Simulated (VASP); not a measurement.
Set up this calculation in VASP 6.6.1, as the native input.

```yaml
Task: single point
Functional: PBE
Potentials_or_basis: VASP PAW PBE potentials, release 64 (Al, Ru_pv)
Cutoff: 520 eV
k_mesh: 12 × 12 × 12
Occupations: methfessel-paxton, width 0.15 eV
Spin: no spin polarisation
Dipole_correction: no
Further_INCAR_settings: ALGO = Normal; EDIFF = 1e-06; NBANDS = 16
```

The structure of AlRu lies in POSCAR:

```
AlRu
1.0
    2.9916000000      0.0000000000      0.0000000000
    0.0000000000      2.9916000000      0.0000000000
    0.0000000000      0.0000000000      2.9616840000
Al Ru
1 1
Direct
    0.0000000000      0.0000000000      0.0000000000
    0.5000000000      0.5000000000      0.5000000000
```

The input as run:

INCAR

```
  PREC = Accurate
  ENCUT = 520
  EDIFF = 1E-6
  ISMEAR = 1
  SIGMA = 0.15
  LREAL = F
  LASPH = T
  NELM = 100
  ALGO = Normal
  ISIF = 2
  LWAVE = F
  LCHARG = T
  GGA = PE
  LELF = T
  LVHAR = T
  NBANDS = 16
```

KPOINTS

```
regular mesh
0
Gamma
  12 12 12
```

Potentials or basis: VASP PAW PBE potentials, release 64 (Al, Ru_pv).

The run is started by

```bash
$ cat potpaw_PBE.64/Al/POTCAR potpaw_PBE.64/Ru_pv/POTCAR > POTCAR
$ mpirun -np 1 vasp_std > vasp.out
```

Results of the run:

```
Pressure               : 4.6 GPa
Band gap on the k mesh : zero (an odd number of electrons rules out a gap without spin polarisation)
```

Caveat: the cell stands under pressure.

Run time: 51 s on 1 thread of Intel Xeon 8259CL, on a shared host, peak memory 0.2 GiB.
